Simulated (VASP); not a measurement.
# HgH (P6/mmm) in VASP: further runs, part 2 of 2

VASP 6.6.1. Earlier steps stand in the parts before.

### Step 3. Single point, PBE

This run uses another cell than the first one, of 17.34 Å³/atom, 1.006 times its volume.

The input, INCAR:

```
PREC     = Accurate       # precision mode
ENCUT    = 520            # plane-wave cutoff, eV
EDIFF    = 1E-6           # SCF threshold, eV
ISMEAR   = 0              # smearing method
SIGMA    = 0.1            # smearing width, eV
LREAL    = False          # projectors in reciprocal space
LASPH    = True           # aspherical terms in the spheres
NELM     = 100            # most SCF steps
ALGO     = Normal         # electronic algorithm
ISIF     = 2              # what is computed and relaxed
LWAVE    = False          # write WAVECAR
LCHARG   = False          # write CHGCAR
GGA      = PE             # functional
NBANDS   = 28             # bands
```

The input, KPOINTS:

```
Automatic mesh
0
Gamma
  6 6 12
```

The input, POSCAR:

```
HgH
1.0
    6.0325189966      0.0000000000      0.0000000000
   -3.0162594983      5.2243146999      0.0000000000
    0.0000000000      0.0000000000      3.3020967726
Hg H
3 3
Direct
    0.5000000000      0.0000000000      0.0000000000
    0.5000000000      0.5000000000      0.0000000000
    0.0000000000      0.5000000000      0.0000000000
    0.0000000000      0.0000000000      0.0000000000
    0.3333333333      0.6666666667      0.5000000000
    0.6666666667      0.3333333333      0.5000000000
```

Potentials or basis: VASP PAW PBE potentials, release 64 (Hg, H).

Command:

```bash
$ cat potpaw_PBE.64/Hg/POTCAR potpaw_PBE.64/H/POTCAR > POTCAR
$ mpirun -np 1 vasp_std > vasp.out
```

OUTCAR:

```text
PREC = Accurate
   ENCUT = 520
   EDIFF = 1E-6
   ISMEAR = 0
   LREAL = False
   LASPH = True
   NELM = 100
   ISIF = 2
   GGA = PE

 ion  position               nearest neighbor table
   1  0.500  0.000  0.000-   2 3.02   3 3.02   2 3.02   3 3.02
   2  0.500  0.500  0.000-   3 3.02   3 3.02   1 3.02   1 3.02
   3  0.000  0.500  0.000-   2 3.02   2 3.02   1 3.02   1 3.02
   4  0.000  0.000  0.000-
   5  0.333  0.667  0.500-
   6  0.667  0.333  0.500-

  LATTYP: Found a hexagonal cell.
 ALAT       =     6.0325189966
[... 949 lines left out ...]
  -------------------------------------------------------------------------------------
  Total        0.1483918      0.1483918      0.1027048      0.0000000      0.0000000      0.0000000
  in kB        2.2845600      2.2845600      1.5811883      0.0000000      0.0000000      0.0000000
  external PRESSURE =       2.0501028 kB  Pullay stress =       0.0000000 kB

 VOLUME and BASIS-vectors are now :
 -----------------------------------------------------------------------------
  energy-cutoff  :      520.00
  volume of cell :      104.07
      direct lattice vectors                 reciprocal lattice vectors
     6.032518997  0.000000000  0.000000000     0.165768231  0.095706333  0.000000000
    -3.016259498  5.224314700  0.000000000     0.000000000  0.191412665  0.000000000
     0.000000000  0.000000000  3.302096773     0.000000000  0.000000000  0.302837884

 POSITION                                       TOTAL-FORCE (eV/Angst)
 -----------------------------------------------------------------------------------
      3.01626      0.00000      0.00000         0.000000     -0.000000      0.000000
      1.50813      2.61216      0.00000         0.000000     -0.000000      0.000000
     -1.50813      2.61216      0.00000         0.000000     -0.000000      0.000000
      0.00000      0.00000      0.00000         0.000000     -0.000000      0.000000
     -0.00000      3.48288      1.65105        -0.000000      0.000000      0.000000
      3.01626      1.74144      1.65105         0.000000     -0.000000      0.000000
 -----------------------------------------------------------------------------------
    total drift:                               -0.000000      0.000000      0.000000

  FREE ENERGIE OF THE ION-ELECTRON SYSTEM (eV)
  ---------------------------------------------------
  free  energy   TOTEN  =        -5.5501106544 eV

  energy  without entropy=       -5.5397883263  energy(sigma->0) =       -5.54494949
```

stdout:

```text
POSCAR found type information on POSCAR HgH
 POSCAR found :  2 types and       6 ions
 scaLAPACK will be used
 LDA part: xc-table for (Slater+PW92), standard interpolation
 POSCAR, INCAR and KPOINTS ok, starting setup
 FFT: planning ... GRIDC
 FFT: planning ... GRID_SOFT
 FFT: planning ... GRID
 WAVECAR not read
 entering main loop
```

It took 3.1 min on 1 thread of AMD EPYC 7R43 (Zen 3), shared host; peak memory 0.26 GiB.

Results:

```
Free energy : -5.5501 eV
Pressure    : 0.2 GPa
```

Levels at points of the mesh, in eV from the Fermi level:
| k point | band 16 | band 17 | band 18 | band 19 | band 20 | band 21 | band 22 | band 23 | band 24 | band 25 |
| --- | --- | --- | --- | --- | --- | --- | --- | --- | --- | --- |
| (0.00, 0.00, 0.00) | -5.28 | -5.01 | -1.21 | -1.21 | -0.78 | 0.79 | 0.79 | 3.66 | 6.91 | 7.09 |
| (0.50, 0.00, 0.00) | -6.01 | -5.88 | -2.50 | -2.12 | 0.69 | 1.80 | 4.43 | 4.88 | 5.14 | 8.04 |
| (0.00, 0.00, 0.50) | -4.95 | -3.83 | 0.13 | 0.46 | 0.60 | 1.41 | 1.41 | 2.62 | 2.62 | 3.24 |
| (0.50, 0.00, 0.50) | -3.26 | -3.11 | -2.84 | -1.84 | -0.45 | 0.42 | 2.54 | 3.83 | 4.14 | 5.48 |

Caveat: spin-orbit coupling is left out, which moves the levels of the heavy elements.

### Step 4. Relaxation of cell and atoms, PBE

The input, INCAR:

```
ALGO = Normal
EDIFF = 1E-6
EDIFFG = -0.04
ENCUT = 600
GGA = PE
IBRION = 2
ISIF = 3
ISMEAR = 0
LASPH = True
LCHARG = False
LREAL = False
LWAVE = False
NELM = 60
NSW = 90
PREC = Accurate
SIGMA = 0.1
```

The input, KPOINTS:

```
k-points
0
Gamma
  3 3 6
```

Edit POSCAR of step 3 so:

```diff
@@ -2,5 +2,5 @@
 1.0
-    6.0325189966      0.0000000000      0.0000000000
-   -3.0162594983      5.2243146999      0.0000000000
-    0.0000000000      0.0000000000      3.3020967726
+    6.2418781705      0.0000000000      0.0000000000
+   -3.1209390852      5.4056250629      0.0000000000
+    0.0000000000      0.0000000000      3.0669296550
 Hg H
```

Command:

```bash
$ cat potpaw_PBE.64/Hg/POTCAR potpaw_PBE.64/H/POTCAR > POTCAR
$ mpirun -np 1 vasp_std > vasp.out
```

Run time: 5.7 min. Hardware: 1 thread of AMD EPYC 7R43 (Zen 3), shared host; peak memory 0.23 GiB.

The run converged. Its results:

| Item | Value |
| --- | --- |
| Free energy | -5.5265 eV |
| Relaxed volume | 17.87 Å³/atom |
| Relaxed cell | a = 6.482 Å, b = 6.482 Å, c = 2.946 Å, α = 90.00°, β = 90.00°, γ = 120.00° |
| Space group after relaxing (to 0.05 Å) | P6/mmm (No. 191) |
| Energy gained by relaxing | 10.1 meV/atom |
| Ionic steps | 8 |
| Pressure after relaxing | 0.0 GPa |

Stress tensor (GPa, compression positive):
```
 0.19  0.00  0.00
 0.00  0.19  0.00
 0.00  0.00 -0.28
```

The path:
```csv
step,energy change (eV),largest force (eV/Å),pressure (GPa),volume (Å³)
1,0.0000,0.0000,0.92,103.48
2,-0.0097,0.0000,0.38,104.98
3,-0.0149,0.0000,-0.22,106.79
4,-0.0151,0.0000,-0.36,107.22
5,-0.0231,0.0000,-0.34,107.24
6,-0.0558,0.0000,-0.11,107.25
7,0.0064,0.0000,1.23,106.96
8,-0.0609,0.0000,0.03,107.22
```

Final structure:
```cif
data_structure
_symmetry_space_group_name_H-M 'P 1'
_symmetry_Int_Tables_number 1
_cell_length_a 6.4825
_cell_length_b 6.4825
_cell_length_c 2.9463
_cell_angle_alpha 90.000
_cell_angle_beta 90.000
_cell_angle_gamma 120.000
_cell_volume 107.22
loop_
_atom_site_label
_atom_site_type_symbol
_atom_site_fract_x
_atom_site_fract_y
_atom_site_fract_z
_atom_site_occupancy
Hg1 Hg 0.50000 0.00000 0.00000 1
Hg2 Hg 0.50000 0.50000 0.00000 1
Hg3 Hg 0.00000 0.50000 0.00000 1
H1 H 0.00000 0.00000 0.00000 1
H2 H 0.33333 0.66667 0.50000 1
H3 H 0.66667 0.33333 0.50000 1
```

Levels at points of the mesh, in eV from the Fermi level:
```csv
k point,band 17,band 18,band 19,band 20,band 21,band 22,band 23
"(0.00, 0.00, 0.00)",-5.77,-2.71,-2.71,-1.14,0.20,0.20,3.33
"(0.00, 0.00, 0.50)",-2.42,-0.05,0.68,1.13,1.47,1.47,1.84
```

Caveat: the k points lie up to 0.37 Å⁻¹ apart in the final cell; spin-orbit coupling is left out, which moves the levels of the heavy elements.

### Step 5. Single point, PBE

This run uses another cell than the first one, of 14.86 Å³/atom, 0.862 times its volume.

The input, INCAR:

```
PREC = Accurate ; ENCUT = 500
EDIFF = 1E-6 ; ISMEAR = 0
SIGMA = 0.1 ; LREAL = F
LASPH = T ; NELM = 120
ALGO = Normal ; ISIF = 2
LWAVE = F ; LCHARG = T
GGA = PE ; LELF = T
LVHAR = T ; NBANDS = 40
GGA_COMPAT = F
```

The input, KPOINTS:

```
regular mesh
0
Gamma
  6 6 4
```

Edit POSCAR of step 4 so:

```diff
@@ -2,5 +2,5 @@
 1.0
-    6.2418781705      0.0000000000      0.0000000000
-   -3.1209390852      5.4056250629      0.0000000000
-    0.0000000000      0.0000000000      3.0669296550
+    5.0344439966      0.0000000000      0.0000000000
+   -2.5172219983      4.3599563950      0.0000000000
+    0.0000000000      0.0000000000      4.0618809518
 Hg H
```

Potentials or basis: VASP PAW PBE potentials, release 64 (Hg_sv_GW, H).

Command:

```bash
$ cat potpaw_PBE.64/Hg_sv_GW/POTCAR potpaw_PBE.64/H/POTCAR > POTCAR
$ mpirun -np 1 vasp_std > vasp.out
```

Wall time 78 s (1 thread of Intel Xeon Platinum 8259CL at 2.50GHz (Skylake/Cascade Lake), shared host); peak memory 0.25 GiB.

The run converged. Its results:

```
Free energy : -3.4750 eV
Pressure    : 22.7 GPa
```

Stress tensor (GPa, compression positive):
```
33.68  0.00  0.00
 0.00 33.68  0.00
 0.00  0.00  0.85
```

Levels at points of the mesh, in eV from the Fermi level:
```tsv
k point	band 29	band 30	band 31	band 32	band 33	band 34	band 35	band 36
(0.00, 0.00, 0.00)	-4.01	-1.09	0.56	0.56	1.09	1.88	1.88	1.88
(0.50, 0.00, 0.00)	-6.72	-3.27	-0.48	0.95	1.25	3.51	3.76	5.51
(0.00, 0.00, 0.50)	-4.95	-0.98	-0.44	-0.04	1.35	1.35	3.15	3.15
(0.50, 0.00, 0.50)	-6.10	-3.91	-2.41	-2.10	0.46	3.38	3.41	4.55
```

Caveat: the k points lie up to 0.39 Å⁻¹ apart; spin-orbit coupling is left out, which moves the levels of the heavy elements.

### Step 6. Overview

| task | potentials or basis | cell | k mesh | cutoff (eV) | second run | gap on the mesh (eV) | pressure (GPa) |
| --- | --- | --- | --- | --- | --- | --- | --- |
| single point | VASP PAW PBE potentials, release 64 (Hg, H) | a = 6.242, b = 6.242, c = 3.067 Å, angles 90.0, 90.0, 120.0°, 6 atoms | 6 × 6 × 4 | 520 | - | none | 0.5 |
| single point | VASP PAW PBE potentials, release 64 (Hg, H) | a = 6.033, b = 6.033, c = 3.302 Å, angles 90.0, 90.0, 120.0°, 6 atoms | 6 × 6 × 12 | 520 | - | none | 0.2 |
| relaxation of cell and atoms | VASP PAW PBE potentials, release 64 (Hg, H) | relaxed from a = 6.242, b = 6.242, c = 3.067 Å, angles 90.0, 90.0, 120.0°, 6 atoms | 3 × 3 × 6 | 600 | - | none | 0.0 |
| single point | VASP PAW PBE potentials, release 64 (Hg_sv_GW, H) | a = 5.034, b = 5.034, c = 4.062 Å, angles 90.0, 90.0, 120.0°, 6 atoms | 6 × 6 × 4 | 500 | valence_matched | none | 22.7 |

Alike in all rows: level PBE; no spin polarisation; smearing gaussian 0.1 eV.

Caveats: some runs use coarse meshes; spin-orbit coupling is left out, which moves the levels of the heavy elements.

Absolute energies hang on the potentials; compare differences alone.
